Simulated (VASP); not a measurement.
A run of VASP 6.6.1:

File INCAR:

```
  PREC = Accurate
  ENCUT = 520
  EDIFF = 1E-7
  ISMEAR = -1
  SIGMA = 0.05
  LREAL = F
  LASPH = T
  NELM = 80
  ALGO = Normal
  ISIF = 2
  LWAVE = F
  LCHARG = T
  GGA = PE
  IVDW = 13
  LELF = T
  LVHAR = T
  NBANDS = 15
```

File KPOINTS:

```
regular mesh
0
Gamma
  10 10 10
```

POSCAR

```
TaN
1.0
    0.0000000000      2.1969229550      2.1969229550
    2.1969229550      0.0000000000      2.1969229550
    2.1969229550      2.1969229550      0.0000000000
Ta N
1 1
Direct
    0.5000000000      0.5000000000      0.5000000000
    0.0000000000      0.0000000000      0.0000000000
```

Potentials or basis: VASP PAW PBE potentials, release 64 (Ta_pv, N).

The run is started by

```bash
$ cat potpaw_PBE.64/Ta_pv/POTCAR potpaw_PBE.64/N/POTCAR > POTCAR
$ mpirun -np 1 vasp_std > vasp.out
```

Hardware: 1 thread of Intel(R) Xeon(R) Platinum 8259CL CPU @ 2.50GHz (Skylake/Cascade Lake), with other jobs on the host.

Question: How long does it take, and how much memory?

Answer: Wall time 13 s on 1 thread of Intel(R) Xeon(R) Platinum 8259CL CPU @ 2.50GHz (Skylake/Cascade Lake) (shared host), peak memory 0.15 GiB. Counts: scf iterations 14, k points 47.
